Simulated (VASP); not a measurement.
# CoO (P3m1) in VASP: notebook

CoO is run at these levels: r2SCAN, LDA; tasks: single point.

All numbers are computed with VASP 6.6.1; they aren't measurements. Logs are shortened: lines on timing, memory, paths and dates and some standing lists are left out, and cuts for length are marked.

### Step 1. The cell of the first run

The typed cell holds 4 atoms: a = 3.154 Å, b = 3.154 Å, c = 5.158 Å, α = 90.00°, β = 90.00°, γ = 120.00°.

### Step 2. Single point, r2SCAN, collinear spin, ferromagnetic start

Input file POSCAR:

```
CoO
1.0
    3.1544290168      0.0000000000      0.0000000000
   -1.5772145085      2.7318156630      0.0000000000
    0.0000000000      0.0000000000      5.1580428080
Co O
2 2
Direct
    0.3333333333      0.6666666667      0.5033624100
    0.0000000000      0.0000000000      0.0034741400
    0.3333333333      0.6666666667      0.8715556000
    0.0000000000      0.0000000000      0.3716088500
```

Input file INCAR.step1:

```
PREC = Accurate
ENCUT = 520
ISMEAR = -1
SIGMA = 0.05
LREAL = F
LASPH = T
NELM = 150
ISPIN = 2
MAGMOM = 2 2 0 0
LMAXMIX = 4
NBANDS = 27
GGA = PE
ALGO = Normal
EDIFF = 1E-4
LWAVE = T
LCHARG = F
```

Input file INCAR.step2:

```
PREC = Accurate
ENCUT = 520
EDIFF = 1E-7
ISMEAR = -1
SIGMA = 0.05
LREAL = F
LASPH = T
NELM = 150
ALGO = Normal
ISIF = 2
LWAVE = F
LCHARG = F
ISPIN = 2
MAGMOM = 2 2 0 0
LORBIT = 11
LMAXMIX = 4
METAGGA = R2SCAN
LMIXTAU = T
NBANDS = 27
ISTART = 1
```

Input file KPOINTS:

```
regular mesh
0
Gamma
  10 10 5
```

Potentials or basis: VASP PAW PBE potentials, release 64 (Co, O).

Command:

```sh
$ cat potpaw_PBE.64/Co/POTCAR potpaw_PBE.64/O/POTCAR > POTCAR
$ cp INCAR.step1 INCAR
$ mpirun -np 1 vasp_std > vasp.out
$ cp INCAR.step2 INCAR
$ mpirun -np 1 vasp_std > vasp.out
```

OUTCAR:

```text
PREC = Accurate
   ENCUT = 520
   EDIFF = 1E-7
   ISMEAR = -1
   LREAL = F
   LASPH = T
   NELM = 150
   ISIF = 2
   ISPIN = 2
   LORBIT = 11
   METAGGA = R2SCAN
   ISTART = 1

 ion  position               nearest neighbor table
   1  0.333  0.667  0.503-   3 1.90   4 1.94   4 1.94   4 1.94
   2  0.000  0.000  0.003-   4 1.90   3 1.94   3 1.94   3 1.94
   3  0.333  0.667  0.872-   1 1.90   2 1.94   2 1.94   2 1.94
   4  0.000  0.000  0.372-   2 1.90   1 1.94   1 1.94   1 1.94

  LATTYP: Found a hexagonal cell.
 ALAT       =     3.1544290168
 C/A-ratio  =     1.6351747909

  Lattice vectors:

 A1 = (   3.1544290168,   0.0000000000,   0.0000000000)
 A2 = (  -1.5772145085,   2.7318156630,   0.0000000000)
 A3 = (   0.0000000000,   0.0000000000,   5.1580428080)

Analysis of symmetry for initial positions (statically):
=====================================================================
 Subroutine PRICEL returns:
 Original cell was already a primitive cell.

 Routine SETGRP: Setting up the symmetry group for a
 hexagonal supercell.

 Subroutine GETGRP returns: Found  6 space group operations
 (whereof  6 operations were pure point group operations)
 out of a pool of 24 trial point group operations.

The static configuration has the point symmetry C_3v.

Analysis of symmetry for dynamics (positions and initial velocities):
=====================================================================
 Subroutine PRICEL returns:
 Original cell was already a primitive cell.

 Routine SETGRP: Setting up the symmetry group for a
 hexagonal supercell.

 Subroutine GETGRP returns: Found  6 space group operations
 (whereof  6 operations were pure point group operations)
 out of a pool of 24 trial point group operations.

The dynamic configuration has the point symmetry C_3v.

Analysis of structural, dynamic, and magnetic symmetry:
=====================================================================
 Subroutine PRICEL returns:
 Original cell was already a primitive cell.

 Routine SETGRP: Setting up the symmetry group for a
 hexagonal supercell.

 Subroutine GETGRP returns: Found  6 space group operations
 (whereof  6 operations were pure point group operations)
 out of a pool of 24 trial point group operations.

The overall configuration has the point symmetry C_3v.

 Subroutine INISYM returns: Found  6 space group operations
 (whereof  6 operations are pure point group operations),
 and found     1 'primitive' translations

----------------------------------------------------------------------------------------

                                     Primitive cell

  volume of cell :      44.4485

  direct lattice vectors                    reciprocal lattice vectors
     3.154429017  0.000000000  0.000000000     0.317014583  0.183028455  0.000000000
    -1.577214509  2.731815663  0.000000000     0.000000000  0.366056910  0.000000000
     0.000000000  0.000000000  5.158042808     0.000000000  0.000000000  0.193871985

  length of vectors
     3.154429017  3.154429017  5.158042808     0.366056910  0.366056910  0.193871985

  position of ions in fractional coordinates (direct lattice)
     0.333333333  0.666666667  0.503362410
     0.000000000  0.000000000  0.003474140
     0.333333333  0.666666667  0.871555600
     0.000000000  0.000000000  0.371608850

  ion indices of the primitive-cell ions
   primitive index   ion index
                 1           1
                 2           2
                 3           3
                 4           4

----------------------------------------------------------------------------------------

 KPOINTS: regular mesh

Automatic generation of k-mesh.
 Grid dimensions read from file:
 generate k-points for:   10   10    5

 Generating k-lattice:

  Cartesian coordinates                     Fractional coordinates (reciprocal lattice)
     0.031701458  0.018302845  0.000000000     0.100000000  0.000000000  0.000000000
     0.000000000  0.036605691  0.000000000     0.000000000  0.100000000  0.000000000
     0.000000000  0.000000000  0.038774397     0.000000000  0.000000000  0.200000000

  Length of vectors
     0.036605691  0.036605691  0.038774397

  Shift w.r.t. Gamma in fractional coordinates (k-lattice)
     0.000000000  0.000000000  0.000000000

 Subroutine IBZKPT returns following result:
 ===========================================

 Found     58 irreducible k-points:

 Following reciprocal coordinates:
            Coordinates               Weight
  0.000000  0.000000  0.000000      1.000000
  0.100000  0.000000  0.000000      6.000000
  0.200000  0.000000  0.000000      6.000000
  0.300000 -0.000000  0.000000      6.000000
  0.400000  0.000000  0.000000      6.000000
  0.500000  0.000000  0.000000      3.000000
[... 16 lines left out ...]
  0.000000  0.400000  0.200000      6.000000
  0.500000  0.000000  0.200000      6.000000
 [... further k-points ...]
   k-points           NKPTS =     58   k-points in BZ     NKDIM =     58   number of bands    NBANDS=     27
   number of dos      NEDOS =    301   number of ions     NIONS =      4
   total plane-waves  NPLWV =  23040
   dimension x,y,z NGX =    24 NGY =   24 NGZ =   40
   dimension x,y,z NGXF=    48 NGYF=   48 NGZF=   80
   ions per type =               2   2
   NGX,Y,Z   is equivalent  to a cutoff of  12.65, 12.65, 12.89 a.u.
   NGXF,Y,Z  is equivalent  to a cutoff of  25.30, 25.30, 25.78 a.u.
 SYSTEM =  unknown system
   PREC   = accura    normal or accurate (medium, high low for compatibility)
   ISTART =      1    job   : 0-new  1-cont  2-samecut
   ICHARG =      0    charge: 1-file 2-atom 10-const
   ISPIN  =      2    spin polarized calculation?
   LNONCOLLINEAR =      F non collinear calculations
   LSORBIT =      F    spin-orbit coupling
   LASPH  =      T    aspherical Exc in radial PAW
   ENCUT  =  520.0 eV  38.22 Ry    6.18 a.u.   5.87  5.87  9.59*2*pi/ulx,y,z
   NELM   =    150;   NELMIN=  2; NELMDL=  0     # of ELM steps
   EDIFF  = 0.1E-06   stopping-criterion for ELM
   LREAL  =      F    real-space projection
   EDIFFG = 0.1E-05   stopping-criterion for IOM
   NSW    =      0    number of steps for IOM
   IBRION =     -1    ionic relax: 0-MD 1-quasi-New 2-CG
   NFREE  =      0    steps in history (QN), initial steepest desc. (CG)
   ISIF   =      2    stress and relaxation
   ISYM   =      2    0-nonsym 1-usesym 2-fastsym
   POTIM  = 0.5000    time-step for ionic-motion
   TEBEG  =    0.0;   TEEND  =   0.0 temperature during run
   PSTRESS=    0.0 pullay stress
   NELECT =      30.0000    total number of electrons
   NUPDOWN=      -1.0000    fix difference up-down
   EMIN   =  10.00;   EMAX   =-10.00  energy-range for DOS
   EFERMI =   0.00;   METHOD = LEGACY
   ISMEAR =    -1;   SIGMA  =   0.05  broadening in eV -4-tet -1-fermi 0-gaus
   EFERMI_NEDOS =   21; number of points for ismear=-14 and -15
   IALGO  =     38    algorithm
   IMIX   =      4    mixing-type and parameters
     AMIX     =   0.40;   BMIX     =  1.00
     AMIX_MAG =   1.60;   BMIX_MAG =  1.00
  volume/ion in A,a.u.               =      11.11        74.99
  Fermi-wavevector in a.u.,A,eV,Ry     =   1.436028  2.713699 28.057611  2.062176
  Thomas-Fermi vector in A             =   2.555261
   LORBIT       =     11    0 simple, 1 ext, 2 COOP (PROOUT), +10 PAW based schemes
   METAGGA = R2SCAN    functional components
   LHFCALC =     F    Hartree Fock is set to
   AEXX    =    0.0000 exact exchange contribution
   IVDW    =     0    specifies the selected vdW correction
   LEPSILON=     F    determine dielectric tensor
   LRPA    =     F    only Hartree local field effects (RPA)
 spin polarized calculation
  energy-cutoff  :      520.00
  volume of cell :       44.45
 maximum number of plane-waves:      1210
   NGX = 11   NGY = 11   NGZ = 19

 number of electron      29.9999997 magnetization       5.9999858

 Free energy of the ion-electron system (eV)
  ---------------------------------------------------
  ext. energy  EPLUGINS =         0.00000000
  ---------------------------------------------------
  free energy    TOTEN  =       -42.70650654 eV

  energy without entropy =      -42.70645454  energy(sigma->0) =      -42.70648054

 E-fermi :   6.5818     XC(G=0): -11.9951

 val. band max:        6.2924097591   @ k =   0.0000   0.0000   0.0000
 cond. band min:       6.7748454816   @ k =   0.0000   0.0000   0.0000
 fundamental gap:      0.4824357224
 Fermi energy:         6.5818193340

 spin component 1

 k-point     1 :       0.0000    0.0000    0.0000
  band No.  band energies     occupation
      1     -14.9513      1.00000
      2     -14.2927      1.00000
      3      -1.1186      1.00000
      4      -0.5161      1.00000
      5      -0.3628      1.00000
      6      -0.3628      1.00000
[... 19 lines left out ...]
     26      22.1647      0.00000
     27      23.3469      0.00000
[... 661 lines left out ...]
 k-point    24 :       0.5000    0.0000    0.2000
  band No.  band energies     occupation
      1     -14.2889      1.00000
      2     -14.1274      1.00000
      3      -1.0378      1.00000
      4      -0.9583      1.00000
      5       0.0382      1.00000
      6       0.0424      1.00000
[... 19 lines left out ...]
     26      21.3734      0.00000
     27      22.7602      0.00000

 [... further k-points ...]

 spin component 2

 k-point     1 :       0.0000    0.0000    0.0000
  band No.  band energies     occupation
      1     -14.3626      1.00000
      2     -13.6455      1.00000
      3      -0.5157      1.00000
      4       1.2673      1.00000
      5       1.4410      1.00000
      6       1.4410      1.00000
[... 19 lines left out ...]
     26      22.7365      0.00000
     27      24.7397      0.00000
[... 661 lines left out ...]
 k-point    24 :       0.5000    0.0000    0.2000
  band No.  band energies     occupation
      1     -13.6405      1.00000
      2     -13.4630      1.00000
      3      -0.3856      1.00000
      4      -0.2342      1.00000
      5       0.9970      1.00000
      6       1.4790      1.00000
[... 19 lines left out ...]
     26      22.2680      0.00000
     27      23.8428      0.00000

 [... further k-points ...]
[... 5 lines left out ...]
  --------------------------------------------------------------------------------------
  -------------------------------------------------------------------------------------
  Total        2.1949546      2.1949546      3.2384386     -0.0000000      0.0000000     -0.0000000
  in kB       79.1186784     79.1186785    116.7317945     -0.0000000      0.0000000     -0.0000000
  external PRESSURE =      91.6563838 kB  Pullay stress =       0.0000000 kB

 VOLUME and BASIS-vectors are now :
 -----------------------------------------------------------------------------
  energy-cutoff  :      520.00
  volume of cell :       44.45
      direct lattice vectors                 reciprocal lattice vectors
     3.154429017  0.000000000  0.000000000     0.317014583  0.183028455  0.000000000
    -1.577214509  2.731815663  0.000000000     0.000000000  0.366056910  0.000000000
     0.000000000  0.000000000  5.158042808     0.000000000  0.000000000  0.193871985

 POSITION                                       TOTAL-FORCE (eV/Angst)
 -----------------------------------------------------------------------------------
     -0.00000      1.82121      2.59636        -0.000000     -0.000000     -0.492541
      0.00000      0.00000      0.01792         0.000000     -0.000000     -0.502865
     -0.00000      1.82121      4.49552         0.000000      0.000000      0.498505
      0.00000      0.00000      1.91677         0.000000      0.000000      0.496901
 -----------------------------------------------------------------------------------
    total drift:                               -0.000000     -0.000001     -0.055541

  FREE ENERGIE OF THE ION-ELECTRON SYSTEM (eV)
  ---------------------------------------------------
  free  energy   TOTEN  =       -42.7065065415 eV

  energy  without entropy=      -42.7064545364  energy(sigma->0) =      -42.70648054

 total charge

# of ion       s       p       d       tot
------------------------------------------
    1        0.371   0.489   7.181   8.041
    2        0.371   0.489   7.181   8.041
    3        1.553   3.521   0.000   5.075
    4        1.553   3.521   0.000   5.075
--------------------------------------------------
tot          3.849   8.021  14.361  26.232

 magnetization (x)

# of ion       s       p       d       tot
------------------------------------------
    1        0.022   0.070   2.532   2.624
    2        0.022   0.070   2.532   2.624
    3        0.022   0.254   0.000   0.276
    4        0.022   0.254   0.000   0.276
--------------------------------------------------
tot          0.088   0.647   5.065   5.800
```

Run time: 5.8 min. Hardware: 1 thread of AMD EPYC 9R45 (Zen 5), shared host; peak memory 0.22 GiB.

What came out:

* Free energy: -42.7065 eV
* Pressure: 9.2 GPa
* Largest force: 0.503 eV/Å
* Band gap on the k mesh: 0.48 eV, direct
* Net moment: 6.00 μB per cell
* Site moments: Co +2.62; O +0.28 μB
* Valence electrons inside the program's atomic spheres: Co 8.04; O 5.08

Forces on the atoms (eV/Å):
```
Co   0.000  0.000 -0.493
Co   0.000  0.000 -0.503
O    0.000  0.000  0.499
O    0.000  0.000  0.497
```

Stress tensor (GPa, compression positive):
```
 7.91  0.00  0.00
 0.00  7.91  0.00
 0.00  0.00 11.67
```

Levels at points of the mesh, in eV from the valence-band top:
Spin up:
| k point | band 15 | band 16 | band 17 | band 18 | band 19 | band 20 | band 21 | band 22 |
| --- | --- | --- | --- | --- | --- | --- | --- | --- |
| (0.00, 0.00, 0.00) | -0.86 | -0.11 | 0.00 | 0.00 | 0.48 | 6.05 | 7.65 | 14.43 |
| (0.50, 0.00, 0.00) | -2.17 | -1.89 | -0.74 | -0.72 | 6.29 | 6.47 | 7.51 | 10.06 |
Spin down:
```
           k point  band 9  band 10  band 11  band 12  band 13  band 14  band 15  band 16
(0.00, 0.00, 0.00)   -1.11    -1.11    -0.30    -0.30     1.26     1.30     2.69     2.69
(0.50, 0.00, 0.00)   -0.84    -0.43    -0.41    -0.34     0.86     1.28     1.73     2.00
```

Caveat: the PAW data sets were made with another functional, which shifts forces and pressure a little.

### Step 3. Single point, r2SCAN, collinear spin, ferromagnetic start

This run uses another cell than the first one, of 11.34 Å³/atom, 1.021 times its volume.

Input file POSCAR:

```
CoO
1.0
    3.1761843872      0.0000000000      0.0000000000
   -1.5880921936      2.7506563664      0.0000000000
    0.0000000000      0.0000000000      5.1936166411
Co O
2 2
Direct
    0.3333333333      0.6666666667      0.5033624100
    0.0000000000      0.0000000000      0.0034741400
    0.3333333333      0.6666666667      0.8715556000
    0.0000000000      0.0000000000      0.3716088500
```

Input file INCAR.step1:

```
  PREC = Accurate
  ENCUT = 520
  ISMEAR = -1
  SIGMA = 0.05
  LREAL = False
  LASPH = True
  NELM = 150
  ISPIN = 2
  MAGMOM = 2 2 0 0
  LMAXMIX = 4
  NBANDS = 27
  GGA = PE
  ALGO = Normal
  EDIFF = 1E-4
  LWAVE = True
  LCHARG = False
```

Input file INCAR.step2:

```
  PREC = Accurate
  ENCUT = 520
  EDIFF = 1E-7
  ISMEAR = -1
  SIGMA = 0.05
  LREAL = False
  LASPH = True
  NELM = 150
  ALGO = Normal
  ISIF = 2
  LWAVE = False
  LCHARG = False
  ISPIN = 2
  MAGMOM = 2 2 0 0
  LORBIT = 11
  LMAXMIX = 4
  METAGGA = R2SCAN
  LMIXTAU = True
  NBANDS = 27
  ISTART = 1
```

KPOINTS is that of step 2.

Potentials or basis: VASP PAW PBE potentials, release 64 (Co, O).

Command:

```sh
$ cat potpaw_PBE.64/Co/POTCAR potpaw_PBE.64/O/POTCAR > POTCAR
$ cp INCAR.step1 INCAR
$ mpirun -np 1 vasp_std > vasp.out
$ cp INCAR.step2 INCAR
$ mpirun -np 1 vasp_std > vasp.out
```

Run time: 5.4 min. Hardware: 1 thread of AMD EPYC 9R45 (Zen 5), shared host; peak memory 0.23 GiB.

Results (log left out):

```
Free energy                                           : -42.7499 eV
Pressure                                              : 5.4 GPa
Largest force                                         : 0.482 eV/Å
Band gap on the k mesh                                : 0.50 eV, direct
Net moment                                            : 6.00 μB per cell
Site moments                                          : Co +2.63; O +0.27 μB
Valence electrons inside the program's atomic spheres : Co 8.00; O 5.06
```

Forces in eV/Å, atoms in the order of the input:
```
Co   0.000  0.000 -0.472
Co   0.000  0.000 -0.482
O    0.000  0.000  0.478
O    0.000  0.000  0.476
```

Stress tensor (GPa, compression positive):
```
4.38 0.00 0.00
0.00 4.38 0.00
0.00 0.00 7.51
```

Levels at points of the mesh, in eV from the valence-band top:
Spin up:
```tsv
k point	band 15	band 16	band 17	band 18	band 19	band 20	band 21	band 22
(0.00, 0.00, 0.00)	-0.83	-0.10	0.00	0.00	0.50	6.01	7.61	14.33
(0.50, 0.00, 0.00)	-2.11	-1.84	-0.72	-0.70	6.24	6.46	7.50	9.99
```
Spin down:
```
           k point  band 10  band 11  band 12  band 13  band 14  band 15
(0.00, 0.00, 0.00)    -1.04    -0.26    -0.26     1.27     1.37     2.72
(0.50, 0.00, 0.00)    -0.38    -0.37    -0.27     0.95     1.36     1.79
```

Caveat: the PAW data sets were made with another functional, which shifts forces and pressure a little.

### Step 4. Single point, LDA, collinear spin, ferromagnetic start

This run uses another cell than the first one, of 12.27 Å³/atom, 1.104 times its volume.

Input file INCAR:

```
PREC     = Accurate       # precision mode
ENCUT    = 520            # plane-wave cutoff, eV
EDIFF    = 1E-7           # SCF threshold, eV
ISMEAR   = -1             # smearing method
SIGMA    = 0.05           # smearing width, eV
LREAL    = False          # projectors in reciprocal space
LASPH    = True           # aspherical terms in the spheres
NELM     = 150            # most SCF steps
ALGO     = Normal         # electronic algorithm
ISIF     = 2              # what is computed and relaxed
LWAVE    = False          # write WAVECAR
LCHARG   = True           # write CHGCAR
ISPIN    = 2              # spin polarisation
MAGMOM   = 2 2 0 0        # initial moments
LORBIT   = 11             # projections on sites
LMAXMIX  = 4              # l up to which the mixer works
LELF     = True           # ELF
LVHAR    = True         
NBANDS   = 27             # bands
```

KPOINTS is that of step 3.

Input file POSCAR:

```
CoO
1.0
    3.2603606016      0.0000000000      0.0000000000
   -1.6301803009      2.8235551065      0.0000000000
    0.0000000000      0.0000000000      5.3312594650
Co O
2 2
Direct
    0.3333333333      0.6666666667      0.5033624100
    0.0000000000      0.0000000000      0.0034741400
    0.3333333333      0.6666666667      0.8715556000
    0.0000000000      0.0000000000      0.3716088500
```

Potentials or basis: VASP PAW LDA potentials, release 64 (Co, O).

Command:

```sh
$ cat potpaw_LDA.64/Co/POTCAR potpaw_LDA.64/O/POTCAR > POTCAR
$ mpirun -np 1 vasp_std > vasp.out
```

Run time: 54 s. Hardware: 1 thread of Intel Xeon 6975P-C (Granite Rapids), shared host; peak memory 0.23 GiB.

It converged, with:

```yaml
Free_energy: -29.4014 eV
Pressure: -20.6 GPa
Largest_force: 0.189 eV/Å
Net_moment: 5.74 μB per cell
Site_moments: Co +2.44; O +0.33 μB
Valence_electrons_inside_the_program's_atomic_spheres: Co 7.89; O 4.92
```

Forces on the atoms (eV/Å):
```
Co   0.000  0.000 -0.185
Co   0.000  0.000 -0.189
O    0.000  0.000  0.187
O    0.000  0.000  0.187
```

Stress tensor (GPa, compression positive):
```
-21.18   0.00   0.00
  0.00 -21.18   0.00
  0.00   0.00 -19.38
```

Levels at points of the mesh, in eV from the Fermi level:
Spin up:
| k point | band 14 | band 15 | band 16 | band 17 | band 18 | band 19 | band 20 | band 21 | band 22 | band 23 |
| --- | --- | --- | --- | --- | --- | --- | --- | --- | --- | --- |
| (0.00, 0.00, 0.00) | -0.59 | -0.59 | 0.02 | 0.24 | 0.25 | 0.25 | 5.16 | 6.81 | 13.09 | 13.09 |
| (0.50, 0.00, 0.00) | -2.02 | -1.72 | -1.65 | -0.63 | -0.47 | 5.37 | 5.86 | 7.02 | 8.86 | 10.07 |
Spin down:
| k point | band 9 | band 10 | band 11 | band 12 | band 13 | band 14 | band 15 | band 16 |
| --- | --- | --- | --- | --- | --- | --- | --- | --- |
| (0.00, 0.00, 0.00) | -0.60 | -0.60 | -0.11 | -0.11 | -0.08 | 0.57 | 1.31 | 1.31 |
| (0.50, 0.00, 0.00) | -0.75 | -0.67 | -0.15 | -0.01 | 0.01 | 0.01 | 0.49 | 0.52 |

Caveat: semilocal functionals often make such compounds metallic where correlation or magnetic order opens a gap, which also shifts bond lengths. With open d or f shells a metallic result of LDA can be an artefact of self-interaction; +U or a hybrid may open a gap.

(Part 1 of 2 ends here.)
